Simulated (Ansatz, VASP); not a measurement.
## Two plane-wave programs on Ta

```
Ta
1.0
    -1.66787    1.66787    1.66787
     1.66787   -1.66787    1.66787
     1.66787    1.66787   -1.66787
Ta
1
Direct
  0.00000 0.00000 0.00000
```

Alike in both runs: task relaxation of cell and atoms; functional PBE; dispersion D3(BJ); k mesh 7 × 7 × 7; no spin polarisation.

```csv
,VASP,Ansatz
version,VASP 6.6.1,Ansatz 0.2.0
potentials or method,"VASP PAW PBE potentials, release 64 (Ta_pv), cutoff 500 eV",PAW plane waves
occupations,"methfessel-paxton of order 1, width 0.2128 eV","cold, width 0.2128 eV"
valence electrons in the cell,11,13
```

VASP gave:

| Item | Value |
| --- | --- |
| gap on the k mesh at the Fermi level, each at its own relaxed structure (eV) | none |
| relaxed volume (Å³/atom) | 17.83 |
| relaxed cell length with the largest relative difference (Å) | 2.851 |

Q: Estimate Ansatz's values.

A: gap on the k mesh at the Fermi level, each at its own relaxed structure (eV): none; relaxed volume (Å³/atom): 17.81; relaxed cell length with the largest relative difference (Å): 2.849.

A gap of «none» marks a metal or a gap that the smearing closes. VASP's potentials hold 11 valence electrons a cell and Ansatz's 13, so a difference there can come from the potentials and not from the codes.

The k mesh is coarse, so the values compare programs but aren't converged. Spin-orbit coupling is off throughout.
